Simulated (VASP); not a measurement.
Runs of VASP 6.6.1 on Hf3C2. The structure is that of space group P-3m1 (No. 164), or close to it. The cells are those of the table. 

```tsv
task	cell	k mesh	cutoff (eV)	gap on the mesh (eV)	pressure (GPa)	relaxed volume (Å³/atom)	largest force (eV/Å)
relaxation of cell and atoms	relaxed from a = 3.306, b = 3.306, c = 7.920 Å, angles 90.0, 90.0, 120.0°, 5 atoms	12 × 12 × 6	600	none	0.0	(b)	-
relaxation of cell and atoms	relaxed from a = 3.770, b = 3.770, c = 5.865 Å, angles 90.0, 90.0, 120.0°, 5 atoms	6 × 6 × 4	600	none	0.1	14.88	0.01
single point	a = 3.770, b = 3.770, c = 5.865 Å, angles 90.0, 90.0, 120.0°, 5 atoms	6 × 6 × 4	520	none	3.4	-	2.53
single point	a = 3.305, b = 3.305, c = 7.933 Å, angles 90.0, 90.0, 120.0°, 5 atoms	12 × 12 × 6	520	none	(c)	-	0.06
single point	a = 3.306, b = 3.306, c = 7.920 Å, angles 90.0, 90.0, 120.0°, 5 atoms	6 × 6 × 4	520	none	-1.0	-	(a)
```

Alike in all rows: level PBE; potentials or basis VASP PAW PBE potentials, release 64 (Hf_pv, C); no spin polarisation; smearing gaussian 0.1 eV.

Task: Fill in the values left out.

Result: (a) 0.08; (b) 14.96; (c) -0.7.

Caveats: some runs use coarse meshes; spin-orbit coupling is left out, which moves the levels of the heavy elements; forces of over 1 eV/Å act on the atoms, so gaps and moduli don't describe the material at rest (some runs).

A k mesh can miss the band edges, and the runs leave out spin-orbit coupling on Hf.

A gap of «none» marks levels without a gap at the run's occupations.
